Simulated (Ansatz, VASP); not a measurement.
Two plane-wave programs on TaN

```xyz
2
Lattice="0.0000 2.1790 2.1790 2.1790 0.0000 2.1790 2.1790 2.1790 0.0000" Properties=species:S:1:pos:R:3 pbc="T T T"
Ta    2.1790    2.1790    2.1790
N     0.0000    0.0000    0.1000
```

Change from the starting cell: all N atoms moved -0.100 Å, as atom 2 towards its neighbour atom 1 (Ta) at 2.179 Å.

Alike in both runs: task single point; functional PBE; k mesh 18 × 18 × 18; occupations gaussian, width 0.15 eV; no spin polarisation.

```csv
,VASP,Ansatz
version,VASP 6.6.1,Ansatz 0.2.0
potentials or method,"VASP PAW PBE potentials, release 64 (Ta_pv, N), cutoff 520 eV","scalar-relativistic, plane waves, PAW"
valence electrons in the cell,16,18
```

```csv
,VASP,Ansatz,Ansatz less VASP
gap on the k mesh at the Fermi level (eV),none,none,-
pressure (GPa),17.4,16.4,-0.99
"traceless stress, the component that is largest in VASP (GPa)",3.68,3.63,-0.058
rms of the force components (eV/Å),0.568,0.565,-0.0026
```

Atom by atom the forces differ by 0.003 eV/Å (rms over components). A gap of «none» marks a metal or a gap that the smearing closes. VASP's potentials hold 16 valence electrons a cell and Ansatz's 18, so a difference there can come from the potentials and not from the codes.

Neither program's run includes spin-orbit coupling.
